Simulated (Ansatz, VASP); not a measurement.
**Two plane-wave programs on CsH**

```
Cs H
1.0
     0.05978    3.18800    3.18800
     3.24777    0.00000    3.24777
     3.18800    3.18800    0.05978
Cs H
1 1
Direct
  0.00000 0.00000 0.00000
  0.50000 0.50000 0.50000
```

Change from the starting cell: strain +0.0375 x Voigt [0, 0, 0, 0, 1, 0], atoms carried along.

Alike in both runs: task single point; functional LDA; k mesh 8 × 8 × 8; occupations gaussian, width 0.05 eV; no spin polarisation.

|  | VASP | Ansatz |
| --- | --- | --- |
| version | VASP 6.6.1 | Ansatz 0.2.0 |
| potentials or method | VASP PAW LDA potentials, release 64 (Cs_sv, H), cutoff 520 eV | scalar-relativistic, plane waves, PAW |
| valence electrons in the cell | 10 | 10 |

```csv
,VASP,Ansatz,Ansatz less VASP
gap on the k mesh at the Fermi level (eV),1.91,1.93,+0.018
least direct gap on the mesh (eV),1.94,1.95,+0.018
pressure (GPa),-1.2,-1.3,-0.02
"traceless stress, the component that is largest in VASP (GPa)",-0.21,-0.21,0.000
```

LDA's correlation is that of Perdew and Zunger in VASP and of Perdew and Wang (1992) in Ansatz.

Spin-orbit coupling is off throughout.
